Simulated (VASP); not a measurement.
# Zr2O (Pn-3m) in VASP: a series of runs

The runs below take Zr2O through single point, with PBEsol.

Everything below comes from runs of VASP 6.6.1. Logs are shortened: lines on timing, memory, paths and dates and some standing lists are left out, and cuts for length are marked.

## (1) The cell of the first run

Symmetry: Pn-3m, No. 224, cubic system. Conventional cell: a = 4.656 Å, b = 4.656 Å, c = 4.656 Å, α = 90.00°, β = 90.00°, γ = 90.00°. Within 2.7 Å of Zr (site symmetry -3m) lie 2 O at 2.02 Å. Within 2.7 Å of O (site symmetry -43m) lie 4 Zr at 2.02 Å.

## (2) Single point, PBEsol (strain -0.030 along x and y, -0.030 along z)

INCAR

```
SYSTEM = Zr2O
  PREC = Accurate
  ENCUT = 520
  EDIFF = 1E-7
  ISMEAR = 0
  SIGMA = 0.15
  LREAL = .False.
  LASPH = .True.
  NELM = 60
  ALGO = Normal
  ISIF = 2
  LWAVE = .False.
  LCHARG = .False.
  GGA = PS
  NBANDS = 39
```

KPOINTS

```
regular mesh
0
Gamma
  10 10 10
  0 0 0
```

POSCAR

```
Zr2O
1.0
    4.6562795393      0.0000000000      0.0000000000
    0.0000000000      4.6562795393      0.0000000000
    0.0000000000      0.0000000000      4.6562795393
Zr O
4 2
Direct
    0.2500000000      0.2500000000      0.7500000000
    0.7500000000      0.2500000000      0.2500000000
    0.2500000000      0.7500000000      0.2500000000
    0.7500000000      0.7500000000      0.7500000000
    0.0000000000      0.0000000000      0.0000000000
    0.5000000000      0.5000000000      0.5000000000
```

Potentials or basis: VASP PAW PBE potentials, release 64 (Zr_sv, O).

The run is started by

```bash
cat potpaw_PBE.64/Zr_sv/POTCAR potpaw_PBE.64/O/POTCAR > POTCAR
mpirun -np 1 vasp_std > vasp.out
```

OUTCAR:

```text
SYSTEM = Zr2O
   PREC = Accurate
   ENCUT = 520
   EDIFF = 1E-7
   ISMEAR = 0
   LREAL = .False.
   LASPH = .True.
   NELM = 60
   ISIF = 2
   GGA = PS

 ion  position               nearest neighbor table
   1  0.250  0.250  0.750-   5 2.02   6 2.02   4 3.29   2 3.29   3 3.29   2 3.29   3 3.29   3 3.29
                             4 3.29   3 3.29   2 3.29   4 3.29   2 3.29   4 3.29
   2  0.750  0.250  0.250-   5 2.02   6 2.02   4 3.29   1 3.29   3 3.29   1 3.29   4 3.29   3 3.29
                             4 3.29   4 3.29   1 3.29   3 3.29   1 3.29   3 3.29
   3  0.250  0.750  0.250-   5 2.02   6 2.02   4 3.29   1 3.29   2 3.29   1 3.29   4 3.29   1 3.29
                             2 3.29   1 3.29   2 3.29   4 3.29   4 3.29   2 3.29
   4  0.750  0.750  0.750-   5 2.02   6 2.02   3 3.29   1 3.29   2 3.29   2 3.29   3 3.29   1 3.29
                             2 3.29   2 3.29   1 3.29   3 3.29   3 3.29   1 3.29
   5  0.000  0.000  0.000-   1 2.02   2 2.02   3 2.02   4 2.02
   6  0.500  0.500  0.500-   1 2.02   2 2.02   3 2.02   4 2.02

  LATTYP: Found a simple cubic cell.
 ALAT       =     4.6562795393

  Lattice vectors:

 A1 = (   4.6562795393,   0.0000000000,   0.0000000000)
 A2 = (   0.0000000000,   4.6562795393,   0.0000000000)
 A3 = (   0.0000000000,   0.0000000000,   4.6562795393)

Analysis of symmetry for initial positions (statically):
=====================================================================
 Subroutine PRICEL returns:
 Original cell was already a primitive cell.

 Routine SETGRP: Setting up the symmetry group for a
 simple cubic supercell.

 Subroutine GETGRP returns: Found 48 space group operations
 (whereof 24 operations were pure point group operations)
 out of a pool of 48 trial point group operations.

The static configuration has the point symmetry T_d .
 The point group associated with its full space group is O_h .

Analysis of symmetry for dynamics (positions and initial velocities):
=====================================================================
 Subroutine PRICEL returns:
 Original cell was already a primitive cell.

 Routine SETGRP: Setting up the symmetry group for a
 simple cubic supercell.

 Subroutine GETGRP returns: Found 48 space group operations
 (whereof 24 operations were pure point group operations)
 out of a pool of 48 trial point group operations.

The dynamic configuration has the point symmetry T_d .
 The point group associated with its full space group is O_h .

 Subroutine INISYM returns: Found 48 space group operations
 (whereof 24 operations are pure point group operations),
 and found     1 'primitive' translations

----------------------------------------------------------------------------------------

                                     Primitive cell

  volume of cell :     100.9525

  direct lattice vectors                    reciprocal lattice vectors
     4.656279539  0.000000000  0.000000000     0.214763738  0.000000000  0.000000000
     0.000000000  4.656279539  0.000000000     0.000000000  0.214763738  0.000000000
     0.000000000  0.000000000  4.656279539     0.000000000  0.000000000  0.214763738

  length of vectors
     4.656279539  4.656279539  4.656279539     0.214763738  0.214763738  0.214763738

  position of ions in fractional coordinates (direct lattice)
     0.250000000  0.250000000  0.750000000
     0.750000000  0.250000000  0.250000000
     0.250000000  0.750000000  0.250000000
     0.750000000  0.750000000  0.750000000
     0.000000000  0.000000000  0.000000000
     0.500000000  0.500000000  0.500000000

  ion indices of the primitive-cell ions
   primitive index   ion index
                 1           1
                 2           2
                 3           3
                 4           4
                 5           5
                 6           6

----------------------------------------------------------------------------------------

 KPOINTS: regular mesh

Automatic generation of k-mesh.
 Grid dimensions read from file:
 generate k-points for:   10   10   10

 Generating k-lattice:

  Cartesian coordinates                     Fractional coordinates (reciprocal lattice)
     0.021476374  0.000000000  0.000000000     0.100000000  0.000000000  0.000000000
     0.000000000  0.021476374  0.000000000     0.000000000  0.100000000  0.000000000
     0.000000000  0.000000000  0.021476374     0.000000000  0.000000000  0.100000000

  Length of vectors
     0.021476374  0.021476374  0.021476374

  Shift w.r.t. Gamma in fractional coordinates (k-lattice)
     0.000000000  0.000000000  0.000000000

 Subroutine IBZKPT returns following result:
 ===========================================

 Found     56 irreducible k-points:

 Following reciprocal coordinates:
            Coordinates               Weight
  0.000000  0.000000  0.000000      1.000000
  0.100000  0.000000  0.000000      6.000000
  0.200000  0.000000  0.000000      6.000000
  0.300000  0.000000  0.000000      6.000000
  0.400000  0.000000  0.000000      6.000000
  0.500000  0.000000  0.000000      3.000000
[... 16 lines left out ...]
  0.200000  0.100000  0.100000     24.000000
  0.300000  0.100000  0.100000     24.000000
 [... further k-points ...]
   k-points           NKPTS =     56   k-points in BZ     NKDIM =     56   number of bands    NBANDS=     39
   number of dos      NEDOS =    301   number of ions     NIONS =      6
   total plane-waves  NPLWV =  46656
   dimension x,y,z NGX =    36 NGY =   36 NGZ =   36
   dimension x,y,z NGXF=    72 NGYF=   72 NGZF=   72
   ions per type =               4   2
   NGX,Y,Z   is equivalent  to a cutoff of  12.85, 12.85, 12.85 a.u.
   NGXF,Y,Z  is equivalent  to a cutoff of  25.71, 25.71, 25.71 a.u.
 SYSTEM =  Zr2O
   PREC   = accura    normal or accurate (medium, high low for compatibility)
   ISTART =      0    job   : 0-new  1-cont  2-samecut
   ICHARG =      2    charge: 1-file 2-atom 10-const
   ISPIN  =      1    spin polarized calculation?
   LNONCOLLINEAR =      F non collinear calculations
   LSORBIT =      F    spin-orbit coupling
   LASPH  =      T    aspherical Exc in radial PAW
   ENCUT  =  520.0 eV  38.22 Ry    6.18 a.u.   8.66  8.66  8.66*2*pi/ulx,y,z
   NELM   =     60;   NELMIN=  2; NELMDL= -5     # of ELM steps
   EDIFF  = 0.1E-06   stopping-criterion for ELM
   LREAL  =      F    real-space projection
   EDIFFG = 0.1E-05   stopping-criterion for IOM
   NSW    =      0    number of steps for IOM
   IBRION =     -1    ionic relax: 0-MD 1-quasi-New 2-CG
   NFREE  =      0    steps in history (QN), initial steepest desc. (CG)
   ISIF   =      2    stress and relaxation
   ISYM   =      2    0-nonsym 1-usesym 2-fastsym
   POTIM  = 0.5000    time-step for ionic-motion
   TEBEG  =    0.0;   TEEND  =   0.0 temperature during run
   PSTRESS=    0.0 pullay stress
   NELECT =      60.0000    total number of electrons
   NUPDOWN=      -1.0000    fix difference up-down
   EMIN   =  10.00;   EMAX   =-10.00  energy-range for DOS
   EFERMI =   0.00;   METHOD = LEGACY
   ISMEAR =     0;   SIGMA  =   0.15  broadening in eV -4-tet -1-fermi 0-gaus
   EFERMI_NEDOS =   21; number of points for ismear=-14 and -15
   IALGO  =     38    algorithm
   IMIX   =      4    mixing-type and parameters
     AMIX     =   0.40;   BMIX     =  1.00
     AMIX_MAG =   1.60;   BMIX_MAG =  1.00
  volume/ion in A,a.u.               =      16.83       113.54
  Fermi-wavevector in a.u.,A,eV,Ry     =   1.376426  2.601068 25.776898  1.894549
  Thomas-Fermi vector in A             =   2.501672
   LORBIT       =      0    0 simple, 1 ext, 2 COOP (PROOUT), +10 PAW based schemes
   GGA     = PS    functional components
   LHFCALC =     F    Hartree Fock is set to
   AEXX    =    0.0000 exact exchange contribution
   IVDW    =     0    specifies the selected vdW correction
   LEPSILON=     F    determine dielectric tensor
   LRPA    =     F    only Hartree local field effects (RPA)
 non-spin polarized calculation
 Gauss-broadening in eV      SIGMA  =   0.15
  energy-cutoff  :      520.00
  volume of cell :      100.95
 maximum number of plane-waves:      2800
 NGX is ok and might be reduce to    36
   NGX = 17   NGY = 17   NGZ = 17

 number of electron      60.0000012 magnetization

 Free energy of the ion-electron system (eV)
  ---------------------------------------------------
  ext. energy  EPLUGINS =         0.00000000
  ---------------------------------------------------
  free energy    TOTEN  =       -56.14320941 eV

  energy without entropy =      -56.04780712  energy(sigma->0) =      -56.09550827

 E-fermi :   9.3182     XC(G=0): -11.5292

 val. band max:        9.3181001524   @ k =   0.4000   0.4000   0.1000
 cond. band min:       9.3290374256   @ k =   0.5000   0.5000   0.0000
 fundamental gap:      0.0109372732
 Fermi energy:         9.3181888764

 k-point     1 :       0.0000    0.0000    0.0000
  band No.  band energies     occupation
      1     -39.5326      2.00000
      2     -39.3654      2.00000
      3     -39.3654      2.00000
      4     -39.3654      2.00000
      5     -19.5057      2.00000
      6     -17.8580      2.00000
[... 31 lines left out ...]
     38      13.7347      0.00000
     39      13.7347      0.00000

 k-point     2 :       0.1000    0.0000    0.0000
  band No.  band energies     occupation
      1     -39.5285      2.00000
      2     -39.3695      2.00000
      3     -39.3654      2.00000
      4     -39.3654      2.00000
      5     -19.4741      2.00000
      6     -17.9100      2.00000
[... 31 lines left out ...]
     38      13.5939      0.00000
     39      13.6070      0.00000

 k-point     3 :       0.2000    0.0000    0.0000
  band No.  band energies     occupation
      1     -39.5168      2.00000
      2     -39.3815      2.00000
      3     -39.3653      2.00000
      4     -39.3653      2.00000
      5     -19.3804      2.00000
      6     -18.0574      2.00000
[... 31 lines left out ...]
     38      13.1075      0.00000
     39      13.1075      0.00000

 k-point     4 :       0.3000    0.0000    0.0000
  band No.  band energies     occupation
      1     -39.4984      2.00000
      2     -39.4002      2.00000
      3     -39.3652      2.00000
      4     -39.3652      2.00000
      5     -19.2291      2.00000
      6     -18.2752      2.00000
[... 31 lines left out ...]
     38      12.4780      0.00000
     39      12.4780      0.00000
[... 754 lines left out ...]
     38      13.2377      0.00000
     39      13.5044      0.00000

 k-point    23 :       0.2000    0.1000    0.1000
  band No.  band energies     occupation
      1     -39.5096      2.00000
      2     -39.3812      2.00000
      3     -39.3696      2.00000
      4     -39.3685      2.00000
      5     -19.3313      2.00000
      6     -18.1310      2.00000
[... 31 lines left out ...]
     38      12.8124      0.00000
     39      13.1431      0.00000

 k-point    24 :       0.3000    0.1000    0.1000
  band No.  band energies     occupation
      1     -39.4921      2.00000
      2     -39.3988      2.00000
      3     -39.3696      2.00000
      4     -39.3684      2.00000
      5     -19.1965      2.00000
      6     -18.3237      2.00000
[... 31 lines left out ...]
     38      12.5539      0.00000
     39      12.6583      0.00000

 [... further k-points ...]

------------------------ aborting loop because EDIFF is reached ----------------------------------------

  FORCE on cell =-STRESS in cart. coord.  units (eV):
  Direction    XX          YY          ZZ          XY          YZ          ZX
  --------------------------------------------------------------------------------------
  -------------------------------------------------------------------------------------
  Total       10.0716153     10.0716153     10.0716153      0.0000000     -0.0000000      0.0000000
  in kB      159.8426145    159.8426145    159.8426145      0.0000000     -0.0000000      0.0000000
  external PRESSURE =     159.8426145 kB  Pullay stress =       0.0000000 kB

 VOLUME and BASIS-vectors are now :
 -----------------------------------------------------------------------------
  energy-cutoff  :      520.00
  volume of cell :      100.95
      direct lattice vectors                 reciprocal lattice vectors
     4.656279539  0.000000000  0.000000000     0.214763738  0.000000000  0.000000000
     0.000000000  4.656279539  0.000000000     0.000000000  0.214763738  0.000000000
     0.000000000  0.000000000  4.656279539     0.000000000  0.000000000  0.214763738

 POSITION                                       TOTAL-FORCE (eV/Angst)
 -----------------------------------------------------------------------------------
      1.16407      1.16407      3.49221         0.000000     -0.000000      0.000000
      3.49221      1.16407      1.16407         0.000000      0.000000     -0.000000
      1.16407      3.49221      1.16407        -0.000000     -0.000000      0.000000
      3.49221      3.49221      3.49221        -0.000000      0.000000      0.000000
      0.00000      0.00000      0.00000        -0.000000      0.000000      0.000000
      2.32814      2.32814      2.32814        -0.000000      0.000000     -0.000000
 -----------------------------------------------------------------------------------
    total drift:                                0.000000     -0.000000      0.000000

  FREE ENERGIE OF THE ION-ELECTRON SYSTEM (eV)
  ---------------------------------------------------
  free  energy   TOTEN  =       -56.1432094149 eV

  energy  without entropy=      -56.0478071240  energy(sigma->0) =      -56.09550827
```

Wall time 79 s (1 thread of Intel Xeon 6975P-C (Granite Rapids), shared host); peak memory 0.31 GiB.

Results:

```
Free energy            : -56.1432 eV
Pressure               : 16.0 GPa
Band gap on the k mesh : zero (band 30 reaches 9.94 eV, above the bottom of band 31 at 9.11 eV)
```

Caveat: the cell differs from its parent crystal (strain -0.030 along x and y, -0.030 along z); the PAW data sets were made with another functional, which shifts forces and pressure a little.

(Continued in part 2 of 2.)
